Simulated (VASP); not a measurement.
Crystal: ZrB3Se2.

```xyz
6
Lattice="3.5244 2.0348 2.8777 -3.5244 2.0348 2.8777 0.0000 -4.0696 2.8777" Properties=species:S:1:pos:R:3 pbc="T T T"
Zr    0.0000    0.0000    0.0000
B     0.0000    2.0348    2.8777
B     1.7622   -1.0174    2.8777
B    -1.7622   -1.0174    2.8777
Se    0.0000    0.0000    6.4748
Se    0.0000    0.0000    2.1583
```

```yaml
Program: VASP 6.6.1
Task: relaxation of cell and atoms
Functional: PBE
Potentials_or_basis: VASP PAW PBE potentials, release 64 (Zr_sv, B, Se)
Cutoff: 600 eV
k_mesh: 4 × 4 × 4
Occupations: gaussian, width 0.1 eV
Spin: no spin polarisation
```

At the start: pressure 9.4 GPa; volume 20.64 Å³/atom.

Task: Where does the relaxation end?

Result: Over 27 steps the energy falls by 824.5 meV/atom and the volume is 17.70 Å³/atom (-14.2 %); space group R-3m (No. 166, to 0.05 Å).

The path:
| step | energy change (eV) | largest force (eV/Å) | pressure (GPa) | volume (Å³) |
| --- | --- | --- | --- | --- |
| 1 | 0.0000 | 9.3385 | 9.36 | 123.82 |
| 2 | -3.3281 | 0.7312 | -7.55 | 142.06 |
| 3 | -3.9220 | 0.2162 | -9.72 | 134.42 |
| 4 | -3.9230 | 0.2731 | -9.69 | 134.23 |
| 5 | -4.7087 | 0.8884 | -0.52 | 113.60 |
| 6 | -4.7220 | 0.7249 | -2.04 | 115.51 |
| 7 | -4.8322 | 0.0984 | -0.50 | 111.74 |
| 8 | -4.8364 | 0.0744 | -0.06 | 110.95 |
| 9 | -4.8364 | 0.0955 | -0.01 | 110.86 |
| 10 | -4.8371 | 0.0973 | 0.04 | 110.74 |
| 11 | -4.8397 | 0.1021 | 0.20 | 110.39 |
| 12 | -4.8458 | 0.1163 | 0.52 | 109.68 |
| 13 | -4.8628 | 0.1742 | 1.09 | 108.25 |
| 14 | -4.9062 | 0.2331 | 2.09 | 105.36 |
| 15 | -4.8473 | 0.2275 | 5.07 | 99.42 |
| 16 | -4.9152 | 0.2511 | 2.92 | 103.20 |
| 17 | -4.9153 | 0.2492 | 2.91 | 103.19 |
| 18 | -4.9156 | 0.2449 | 2.90 | 103.16 |
| 19 | -4.9162 | 0.2353 | 2.89 | 103.11 |
| 20 | -4.9171 | 0.2164 | 2.88 | 103.00 |
| 21 | -4.9176 | 0.1782 | 2.84 | 102.78 |
| 22 | -4.9187 | 0.1753 | 2.79 | 102.85 |
| 23 | -4.9220 | 0.1660 | 2.62 | 103.04 |
| 24 | -4.9278 | 0.1489 | 2.26 | 103.43 |
| 25 | -4.9370 | 0.1152 | 1.59 | 104.20 |
| 26 | -4.9463 | 0.0528 | 0.32 | 105.75 |
| 27 | -4.9467 | 0.0369 | -0.01 | 106.18 |

Final structure:
```
Zr B Se
1.0
     3.25936    1.88179    2.88535
    -3.25936    1.88179    2.88535
     0.00000   -3.76358    2.88535
Zr B Se
1 3 2
Cartesian
  0.0000 0.0000 0.0000
  0.0000 1.8818 2.8854
  1.6297 -0.9409 2.8854
  -1.6297 -0.9409 2.8854
  0.0000 0.0000 5.9820
  0.0000 0.0000 2.6741
```
